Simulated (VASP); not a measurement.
# AlN (P1) in VASP: a series of runs

Runs on AlN. Level: PBEsol. Tasks: single point.

All numbers are computed with VASP 6.6.1; they aren't measurements. Logs are shortened: lines on timing, memory, paths and dates and some standing lists are left out, and cuts for length are marked.

## 1. The cell of the first run

The typed cell holds 4 atoms: a = 3.074 Å, b = 3.050 Å, c = 4.999 Å, α = 92.03°, β = 87.70°, γ = 119.11°.

## 2. Single point, PBEsol (atoms moved at random and the cell strained at random)

Contents of INCAR:

```
SYSTEM = AlN
ALGO = Normal
EDIFF = 1E-7
ENCUT = 520
GGA = PS
ISIF = 2
ISMEAR = 0
LASPH = .True.
LCHARG = .False.
LREAL = .False.
LWAVE = .False.
NBANDS = 16
NELM = 100
PREC = Accurate
SIGMA = 0.02
```

Contents of KPOINTS:

```
k-points
0
Gamma
  9 9 6
  0 0 0
```

Contents of POSCAR:

```
AlN
1.0
    3.0727990452      0.0309544714      0.0622200430
   -1.5095921640      2.6495513981     -0.0547112739
    0.0995600000     -0.0436072800      4.9974639800
Al N
2 2
Direct
    0.3358028052      0.6511556085      0.0029148252
    0.6564358495      0.3239613730      0.4932302129
    0.3404529800      0.6636639277      0.3823583769
    0.6673083653      0.3612190908      0.8914945761
```

Potentials or basis: VASP PAW PBE potentials, release 64 (Al, N).

Run with:

```sh
cat potpaw_PBE.64/Al/POTCAR potpaw_PBE.64/N/POTCAR > POTCAR
mpirun -np 1 vasp_std > vasp.out
```

OUTCAR:

```text
SYSTEM = AlN
   EDIFF = 1E-7
   ENCUT = 520
   GGA = PS
   ISIF = 2
   ISMEAR = 0
   LASPH = .True.
   LREAL = .False.
   NELM = 100
   PREC = Accurate

 ion  position               nearest neighbor table
   1  0.336  0.651  0.003-   4 1.71   3 1.90   4 1.90   4 1.98   2 3.01   2 3.01   2 3.02   2 3.05
                             2 3.14   2 3.17
   2  0.656  0.324  0.493-   3 1.84   3 1.84   3 1.90   4 1.99   1 3.01   1 3.01   1 3.02   1 3.05
                             1 3.14   1 3.17
   3  0.340  0.664  0.382-   2 1.84   2 1.84   1 1.90   2 1.90
   4  0.667  0.361  0.891-   1 1.71   1 1.90   1 1.98   2 1.99

  LATTYP: Found a triclinic cell.
 ALAT       =     3.0735847939
 B/A-ratio  =     2.3131189544
 C/A-ratio  =     1.0095794919
 COS(alpha) =     0.0031127490
 COS(beta)  =     0.5123881869
 COS(gamma) =     0.6128295911

  Lattice vectors:

 A1 = (   3.0727990452,   0.0309544714,   0.0622200430)
 A2 = (   4.4828312092,  -2.5749896467,  -4.8805326631)
 A3 = (   1.5632068812,   2.6805058695,   0.0075087691)

Analysis of symmetry for initial positions (statically):
=====================================================================
 Subroutine PRICEL returns:
 Original cell was already a primitive cell.

 Routine SETGRP: Setting up the symmetry group for a
 triclinic supercell.

 Subroutine GETGRP returns: Found  1 space group operations
 (whereof  1 operations were pure point group operations)
 out of a pool of  2 trial point group operations.

The static configuration has the point symmetry C_1 .

Analysis of symmetry for dynamics (positions and initial velocities):
=====================================================================
 Subroutine PRICEL returns:
 Original cell was already a primitive cell.

 Routine SETGRP: Setting up the symmetry group for a
 triclinic supercell.

 Subroutine GETGRP returns: Found  1 space group operations
 (whereof  1 operations were pure point group operations)
 out of a pool of  2 trial point group operations.

The dynamic configuration has the point symmetry C_1 .

 Subroutine INISYM returns: Found  1 space group operations
 (whereof  1 operations are pure point group operations),
 and found     1 'primitive' translations

----------------------------------------------------------------------------------------

                                     Primitive cell

  volume of cell :      40.9008

  direct lattice vectors                    reciprocal lattice vectors
     3.072799045  0.030954471  0.062220043     0.323677439  0.184316531 -0.004840012
    -1.509592164  2.649551398 -0.054711274    -0.003848513  0.375298882  0.003351484
     0.099560000 -0.043607280  4.997463980    -0.004072022  0.001813900  0.200198443

  length of vectors
     3.073584794  3.049915480  4.998645819     0.372509186  0.375333578  0.200248067

  position of ions in fractional coordinates (direct lattice)
     0.335802805  0.651155608  0.002914825
     0.656435849  0.323961373  0.493230213
     0.340452980  0.663663928  0.382358377
     0.667308365  0.361219091  0.891494576

  ion indices of the primitive-cell ions
   primitive index   ion index
                 1           1
                 2           2
                 3           3
                 4           4

----------------------------------------------------------------------------------------

 KPOINTS: k-points

Automatic generation of k-mesh.
 Grid dimensions read from file:
 generate k-points for:    9    9    6

 Generating k-lattice:

  Cartesian coordinates                     Fractional coordinates (reciprocal lattice)
     0.035964160  0.020479615 -0.000537779     0.111111111 -0.000000000 -0.000000000
    -0.000427613  0.041699876  0.000372387     0.000000000  0.111111111  0.000000000
    -0.000678670  0.000302317  0.033366407    -0.000000000  0.000000000  0.166666667

  Length of vectors
     0.041389910  0.041703731  0.033374678

  Shift w.r.t. Gamma in fractional coordinates (k-lattice)
     0.000000000  0.000000000  0.000000000

 Subroutine IBZKPT returns following result:
 ===========================================

 Found    244 irreducible k-points:

 Following reciprocal coordinates:
            Coordinates               Weight
  0.000000  0.000000  0.000000      1.000000
  0.111111  0.000000  0.000000      2.000000
  0.222222 -0.000000  0.000000      2.000000
  0.333333  0.000000 -0.000000      2.000000
  0.444444 -0.000000  0.000000      2.000000
 -0.000000  0.111111  0.000000      2.000000
[... 16 lines left out ...]
 -0.111111  0.222222  0.000000      2.000000
 -0.000000  0.333333 -0.000000      2.000000
 [... further k-points ...]
   k-points           NKPTS =    244   k-points in BZ     NKDIM =    244   number of bands    NBANDS=     16
   number of dos      NEDOS =    301   number of ions     NIONS =      4
   total plane-waves  NPLWV =  23040
   dimension x,y,z NGX =    24 NGY =   24 NGZ =   40
   dimension x,y,z NGXF=    48 NGYF=   48 NGZF=   80
   ions per type =               2   2
   NGX,Y,Z   is equivalent  to a cutoff of  12.98, 13.08, 13.30 a.u.
   NGXF,Y,Z  is equivalent  to a cutoff of  25.96, 26.16, 26.61 a.u.
 SYSTEM =  AlN
   PREC   = accura    normal or accurate (medium, high low for compatibility)
   ISTART =      0    job   : 0-new  1-cont  2-samecut
   ICHARG =      2    charge: 1-file 2-atom 10-const
   ISPIN  =      1    spin polarized calculation?
   LNONCOLLINEAR =      F non collinear calculations
   LSORBIT =      F    spin-orbit coupling
   LASPH  =      T    aspherical Exc in radial PAW
   ENCUT  =  520.0 eV  38.22 Ry    6.18 a.u.   5.71  5.67  9.29*2*pi/ulx,y,z
   NELM   =    100;   NELMIN=  2; NELMDL= -5     # of ELM steps
   EDIFF  = 0.1E-06   stopping-criterion for ELM
   LREAL  =      F    real-space projection
   EDIFFG = 0.1E-05   stopping-criterion for IOM
   NSW    =      0    number of steps for IOM
   IBRION =     -1    ionic relax: 0-MD 1-quasi-New 2-CG
   NFREE  =      0    steps in history (QN), initial steepest desc. (CG)
   ISIF   =      2    stress and relaxation
   ISYM   =      2    0-nonsym 1-usesym 2-fastsym
   POTIM  = 0.5000    time-step for ionic-motion
   TEBEG  =    0.0;   TEEND  =   0.0 temperature during run
   PSTRESS=    0.0 pullay stress
   NELECT =      16.0000    total number of electrons
   NUPDOWN=      -1.0000    fix difference up-down
   EMIN   =  10.00;   EMAX   =-10.00  energy-range for DOS
   EFERMI =   0.00;   METHOD = LEGACY
   ISMEAR =     0;   SIGMA  =   0.02  broadening in eV -4-tet -1-fermi 0-gaus
   EFERMI_NEDOS =   21; number of points for ismear=-14 and -15
   IALGO  =     38    algorithm
   IMIX   =      4    mixing-type and parameters
     AMIX     =   0.40;   BMIX     =  1.00
     AMIX_MAG =   1.60;   BMIX_MAG =  1.00
  volume/ion in A,a.u.               =      10.23        69.00
  Fermi-wavevector in a.u.,A,eV,Ry     =   1.197304  2.262576 19.504448  1.433537
  Thomas-Fermi vector in A             =   2.333222
   LORBIT       =      0    0 simple, 1 ext, 2 COOP (PROOUT), +10 PAW based schemes
   GGA     = PS    functional components
   LHFCALC =     F    Hartree Fock is set to
   AEXX    =    0.0000 exact exchange contribution
   IVDW    =     0    specifies the selected vdW correction
   LEPSILON=     F    determine dielectric tensor
   LRPA    =     F    only Hartree local field effects (RPA)
 non-spin polarized calculation
 Gauss-broadening in eV      SIGMA  =   0.02
  energy-cutoff  :      520.00
  volume of cell :       40.90
 maximum number of plane-waves:      1115
   NGX = 11   NGY = 11   NGZ = 19

 number of electron      15.9999999 magnetization

 Free energy of the ion-electron system (eV)
  ---------------------------------------------------
  ext. energy  EPLUGINS =         0.00000000
  ---------------------------------------------------
  free energy    TOTEN  =       -30.92847956 eV

  energy without entropy =      -30.92847956  energy(sigma->0) =      -30.92847956

 E-fermi :   6.5283     XC(G=0): -11.1937

 val. band max:        6.3610718826   @ k =   0.0000   0.0000   0.0000
 cond. band min:      10.5085618743   @ k =   0.0000   0.0000   0.0000
 fundamental gap:      4.1474899917
 Fermi energy:         6.5282799292

 k-point     1 :       0.0000    0.0000    0.0000
  band No.  band energies     occupation
      1      -9.0609      2.00000
      2      -6.8563      2.00000
      3       0.1038      2.00000
      4       5.2319      2.00000
      5       5.3842      2.00000
      6       5.9135      2.00000
[... 8 lines left out ...]
     15      19.1653      0.00000
     16      19.9319      0.00000

 k-point     2 :       0.1111    0.0000    0.0000
  band No.  band energies     occupation
      1      -8.9007      2.00000
      2      -6.7618      2.00000
      3       0.2937      2.00000
      4       4.5555      2.00000
      5       5.1036      2.00000
      6       5.4000      2.00000
[... 8 lines left out ...]
     15      19.1283      0.00000
     16      19.8719      0.00000

 k-point     3 :       0.2222   -0.0000    0.0000
  band No.  band energies     occupation
      1      -8.4464      2.00000
      2      -6.5213      2.00000
      3       0.8446      2.00000
      4       3.0124      2.00000
      5       4.0575      2.00000
      6       4.8263      2.00000
[... 8 lines left out ...]
     15      19.0869      0.00000
     16      19.6649      0.00000

 k-point     4 :       0.3333    0.0000   -0.0000
  band No.  band energies     occupation
      1      -7.7940      2.00000
      2      -6.2758      2.00000
      3       1.5262      2.00000
      4       1.6957      2.00000
      5       2.8641      2.00000
      6       4.4583      2.00000
[... 8 lines left out ...]
     15      18.7003      0.00000
     16      21.0278      0.00000
[... 324 lines left out ...]
 k-point    22 :      -0.2222    0.2222    0.0000
  band No.  band energies     occupation
      1      -8.4106      2.00000
      2      -6.5122      2.00000
      3       0.8879      2.00000
      4       3.1837      2.00000
      5       3.8840      2.00000
      6       4.7529      2.00000
[... 8 lines left out ...]
     15      18.5035      0.00000
     16      19.4309      0.00000

 k-point    23 :      -0.1111    0.2222    0.0000
  band No.  band energies     occupation
      1      -8.5713      2.00000
      2      -6.5821      2.00000
      3       0.6895      2.00000
      4       3.6889      2.00000
      5       4.1037      2.00000
      6       5.0671      2.00000
[... 8 lines left out ...]
     15      18.8989      0.00000
     16      19.3494      0.00000

 k-point    24 :      -0.0000    0.3333   -0.0000
  band No.  band energies     occupation
      1      -7.7791      2.00000
      2      -6.2438      2.00000
      3       1.5326      2.00000
      4       1.6993      2.00000
      5       2.9917      2.00000
      6       4.3342      2.00000
[... 8 lines left out ...]
     15      18.7194      0.00000
     16      20.7819      0.00000

 [... further k-points ...]
[... 5 lines left out ...]
  --------------------------------------------------------------------------------------
  -------------------------------------------------------------------------------------
  Total        4.7467406      1.7896819     -0.1233419     -2.8678110      1.3733309     -2.0838056
  in kB      185.9408234     70.1059845     -4.8315875   -112.3387974     53.7965515    -81.6274927
  external PRESSURE =      83.7384068 kB  Pullay stress =       0.0000000 kB

 VOLUME and BASIS-vectors are now :
 -----------------------------------------------------------------------------
  energy-cutoff  :      520.00
  volume of cell :       40.90
      direct lattice vectors                 reciprocal lattice vectors
     3.072799045  0.030954471  0.062220043     0.323677439  0.184316531 -0.004840012
    -1.509592164  2.649551398 -0.054711274    -0.003848513  0.375298882  0.003351484
     0.099560000 -0.043607280  4.997463980    -0.004072022  0.001813900  0.200198443

 POSITION                                       TOTAL-FORCE (eV/Angst)
 -----------------------------------------------------------------------------------
      0.04917      1.73554     -0.00017        -2.651380      2.054090      0.377488
      1.57715      0.85716      2.48802         0.626745      0.512550      1.172749
      0.08235      1.75228      1.89570        -0.739231     -0.338930     -0.042255
      1.59397      0.93885      4.47697         2.763865     -2.227711     -1.507983
 -----------------------------------------------------------------------------------
    total drift:                                0.000299     -0.000223      0.000318

  FREE ENERGIE OF THE ION-ELECTRON SYSTEM (eV)
  ---------------------------------------------------
  free  energy   TOTEN  =       -30.9284795613 eV

  energy  without entropy=      -30.9284795613  energy(sigma->0) =      -30.92847956
```

Wall time 63 s (1 thread of Intel Xeon 6975P-C (Granite Rapids), shared host); peak memory 0.24 GiB.

What came out:

- Free energy: -30.9285 eV
- Pressure: 8.4 GPa
- Largest force: 3.857 eV/Å
- Band gap on the k mesh: 4.15 eV, direct

Forces on the atoms (eV/Å):
```
Al  -2.651  2.054  0.377
Al   0.627  0.513  1.173
N   -0.739 -0.339 -0.042
N    2.764 -2.228 -1.508
```

Levels at points of the mesh, in eV from the valence-band top:
| k point | band 5 | band 6 | band 7 | band 8 | band 9 | band 10 | band 11 | band 12 |
| --- | --- | --- | --- | --- | --- | --- | --- | --- |
| (0.00, 0.00, 0.00) | -0.98 | -0.45 | -0.21 | 0.00 | 4.15 | 6.80 | 10.37 | 11.08 |
| (0.00, 0.00, 0.50) | -0.91 | -0.82 | -0.73 | -0.26 | 6.38 | 6.58 | 9.91 | 10.51 |

Caveat: the cell differs from its parent crystal (atoms moved at random and the cell strained at random); the PAW data sets were made with another functional, which shifts forces and pressure a little.

## 3. Single point, PBEsol (one atom moved)

Contents of INCAR:

```
PREC = Accurate
ENCUT = 520
EDIFF = 1E-6
ISMEAR = 0
SIGMA = 0.02
LREAL = False
LASPH = True
NELM = 60
ALGO = Normal
ISIF = 2
LWAVE = False
LCHARG = False
GGA = PS
NBANDS = 16
```

Contents of KPOINTS:

```
Automatic mesh
0
Gamma
  9 9 6
```

Contents of POSCAR:

```
AlN
1.0
    3.1110021516      0.0000000000      0.0000000000
   -1.5555010758      2.6942068945      0.0000000000
    0.0000000000      0.0000000000      4.9780000000
Al N
2 2
Direct
    0.3333333333      0.6666666667      0.0000000000
    0.6666666667      0.3333333333      0.5000000000
    0.3333333333      0.6666666667      0.3850000000
    0.7088108625      0.3228998361      0.8848111691
```

Potentials or basis: VASP PAW PBE potentials, release 64 (Al, N).

Run with:

```sh
cat potpaw_PBE.64/Al/POTCAR potpaw_PBE.64/N/POTCAR > POTCAR
mpirun -np 1 vasp_std > vasp.out
```

Wall time 53 s (1 thread of Intel Xeon 6975P-C (Granite Rapids), shared host); peak memory 0.25 GiB.

Results (log left out):

| Property | Result |
| --- | --- |
| Free energy | -31.1390 eV |
| Pressure | 2.0 GPa |
| Largest force | 2.329 eV/Å |
| Band gap on the k mesh | 3.99 eV, direct |

Forces in eV/Å, atoms in the order of the input:
```
Al   1.949  0.152  0.486
Al   0.220 -0.043  0.217
N    0.101 -0.002 -0.193
N   -2.270 -0.107 -0.511
```

Stress tensor (GPa, compression positive):
```
 2.50  6.34  2.80
 6.34  3.69  0.56
 2.80  0.56 -0.32
```

Levels at points of the mesh, in eV from the valence-band top:
```csv
k point,band 5,band 6,band 7,band 8,band 9,band 10,band 11,band 12
"(0.00, 0.00, 0.00)",-0.84,-0.41,-0.31,0.00,3.99,6.44,10.31,10.74
"(0.00, 0.00, 0.50)",-0.99,-0.71,-0.69,-0.39,6.21,6.27,10.02,10.11
```

Caveat: the cell differs from its parent crystal (one atom moved); the PAW data sets were made with another functional, which shifts forces and pressure a little.
